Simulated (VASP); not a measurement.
Wanted: the native input for a VASP 6.6.1 run.

| Property | Result |
| --- | --- |
| Task | single point |
| Functional | PBE |
| Potentials or basis | VASP PAW PBE potentials, release 64 (W_sv, C) |
| Cutoff | 600 eV |
| k mesh | 7 × 7 × 5 |
| Occupations | gaussian, width 0.2 eV |
| Spin | no spin polarisation |
| Dipole correction | no |
| Further INCAR settings | ALGO = Normal; EDIFF = 1e-06; NBANDS = 16 |

The structure of WC lies in POSCAR:

```
WC
1.0
    2.8405894431     -0.0884855763     -0.1210436002
    0.0956249548      2.9169880607      0.0782764826
    0.1538934568      1.3945097924      2.5719025879
W C
1 1
Direct
    0.4573653224      0.1749898843      0.5651456193
    0.9573504676      0.5087580957      0.8983772707
```

The cell was built from a structure type or drawn by symmetry, and may not be a known phase.

These files were run (other wordings do the same):

INCAR

```
  PREC = Accurate
  ENCUT = 600
  EDIFF = 1E-6
  ISMEAR = 0
  SIGMA = 0.2
  LREAL = F
  LASPH = T
  NELM = 120
  ALGO = Normal
  ISIF = 2
  LWAVE = F
  LCHARG = F
  GGA = PE
  NBANDS = 16
  GGA_COMPAT = F
```

KPOINTS

```
Automatic mesh
0
Gamma
  7 7 5
```

Potentials or basis: VASP PAW PBE potentials, release 64 (W_sv, C).

The run is started by

```bash
$ cat potpaw_PBE.64/W_sv/POTCAR potpaw_PBE.64/C/POTCAR > POTCAR
$ mpirun -np 1 vasp_std > vasp.out
```

Results of the run:

| Item | Value |
| --- | --- |
| Pressure | 1.1 GPa |
| Band gap on the k mesh | zero (bands 9 and 10 overlap by 1.04 eV) |

Caveat: the k points lie up to 0.44 Å⁻¹ apart, too coarse for converged energies and pressures of a metal; spin-orbit coupling is left out, which moves the levels of the heavy elements.

Wall time 27 s on 1 thread of Intel(R) Xeon(R) Platinum 8488C (Sapphire Rapids), with other jobs on the host, peak memory 0.17 GiB.
